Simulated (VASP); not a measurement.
Here is a VASP 6.6.1 calculation.

Contents of INCAR:

```
ALGO     = Normal         # electronic algorithm
EDIFF    = 1E-6           # SCF threshold, eV
EDIFFG   = -0.01          # ionic threshold
ENCUT    = 600            # plane-wave cutoff, eV
GGA      = PE             # functional
IBRION   = 2              # ionic algorithm
ISIF     = 3              # what is computed and relaxed
ISMEAR   = 0              # smearing method
LASPH    = T              # aspherical terms in the spheres
LCHARG   = F              # write CHGCAR
LREAL    = F              # projectors in reciprocal space
LWAVE    = F              # write WAVECAR
NELM     = 100            # most SCF steps
NSW      = 100            # ionic steps
PREC     = Accurate       # precision mode
SIGMA    = 0.1            # smearing width, eV
```

KPOINTS

```
k-points
0
Gamma
  12 12 4
```

POSCAR

```
Si3C2
1.0
    2.9085664889      0.0000000000      0.0000000000
   -1.4542832445      2.5188924680      0.0000000000
    0.0000000000      0.0000000000     14.4487273427
Si C
6 4
Direct
    0.3333333333      0.6666666667      0.4160744454
    0.3333333333      0.6666666667      0.5839255546
    0.6666666667      0.3333333333      0.9146792549
    0.6666666667      0.3333333333      0.0853207451
    0.6666666667      0.3333333333      0.2596353112
    0.6666666667      0.3333333333      0.7403646888
    0.3333333333      0.6666666667      0.8013714168
    0.3333333333      0.6666666667      0.0000000000
    0.3333333333      0.6666666667      0.1986285832
    0.6666666667      0.3333333333      0.5000000000
```

Potentials or basis: VASP PAW PBE potentials, release 64 (Si, C).

The run is started by

```sh
$ cat potpaw_PBE.64/Si/POTCAR potpaw_PBE.64/C/POTCAR > POTCAR
$ mpirun -np 1 vasp_std > vasp.out
```

Q: Estimate the space group after relaxing (to 0.1 Å).

A: P-6m2 (No. 187).

Q: Predict the relaxed cell.

A: a = 2.911 Å, b = 2.911 Å, c = 14.468 Å, α = 90.00°, β = 90.00°, γ = 120.00°.

Q: Predict the relaxed volume.

A: 10.62 Å³/atom.

The path:
```tsv
step	energy change (eV)	largest force (eV/Å)	pressure (GPa)	volume (Å³)
1	0.0000	0.1012	0.04	105.86
2	-0.0003	0.0566	0.24	105.90
3	-0.0005	0.0316	0.16	105.88
4	-0.0008	0.0410	0.01	106.05
5	-0.0009	0.0526	-0.08	106.15
6	-0.0010	0.0342	0.00	106.17
7	-0.0010	0.0100	-0.03	106.17
```
